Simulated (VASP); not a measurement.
Runs of VASP 6.6.1 on GaP (ae). The structure is that of space group F-43m (No. 216), or close to it. The cells are those of the table. 

```csv
task,cell,gap on the mesh (eV),pressure (GPa)
single point,"a = 3.932 Å, angles 60.0°, 2 atoms",1.34,-2.2
single point,"a = 3.970 Å, angles 60.0°, 2 atoms",1.11,-4.0
single point,"a = 3.814 Å, angles 60.0°, 2 atoms",1.59,5.4
single point,"a = 4.007 Å, angles 60.0°, 2 atoms",0.89,-5.5
single point,"a = 3.773 Å, angles 60.0°, 2 atoms",(b),8.8
single point,"a = 3.854 Å, angles 60.0°, 2 atoms",1.64,2.4
relaxation of cell and atoms,"relaxed from a = 3.893 Å, angles 60.0°, 2 atoms",1.58,0.0
single point,"a = 3.893 Å, angles 60.0°, 2 atoms",1.58,(a)
```

Alike in all rows: level PBE; potentials or basis VASP PAW PBE potentials, release 64 (Ga_d, P); no spin polarisation; k mesh 8 × 8 × 8; cutoff (eV) 500; smearing gaussian 0.02 eV.

**Question.** Fill in the values left out.

**Answer.** (a) -0.1; (b) 1.51.

Caveats: the relaxation stopped at its first step, so nothing moved (some runs).

A k mesh can miss the band edges, and the runs leave out spin-orbit coupling on Ga.
